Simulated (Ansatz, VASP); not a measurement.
## BaTe in VASP and in Ansatz

```
Ba Te
1.0
     4.24236    0.00000    0.00000
     0.00000    4.24236    0.00000
     0.00000    0.00000    4.24236
Ba Te
1 1
Direct
  0.00000 0.00000 0.00000
  0.50000 0.50000 0.50000
```

Alike in both runs: functional PBE; k mesh 9 × 9 × 9; occupations fermi-dirac, width 0.05 eV; no spin polarisation.

Ansatz relaxed the structure, and its values are those at the end. VASP's run is a single point on that final structure, the one shown.

|  | VASP | Ansatz |
| --- | --- | --- |
| version | VASP 6.6.1 | Ansatz 0.2.0 |
| potentials or method | VASP PAW PBE potentials, release 64 (Ba_sv, Te) | PAW with Ansatz's default frozen-core files, scalar-relativistic |
| plane-wave cutoff (eV) | 520 | 420 |
| valence electrons in the cell | 16 | 26 |

Ansatz gave:

```
pressure (GPa) : 0.0
```

Q: What did VASP give for the same quantities?

A: Pressure (GPa): 0.5.

With one functional, cell and mesh, what is left measures potentials, basis and numerics. VASP's potentials hold 16 valence electrons a cell and Ansatz's 26, so a difference there can come from the potentials and not from the codes.

Spin-orbit coupling is off throughout.
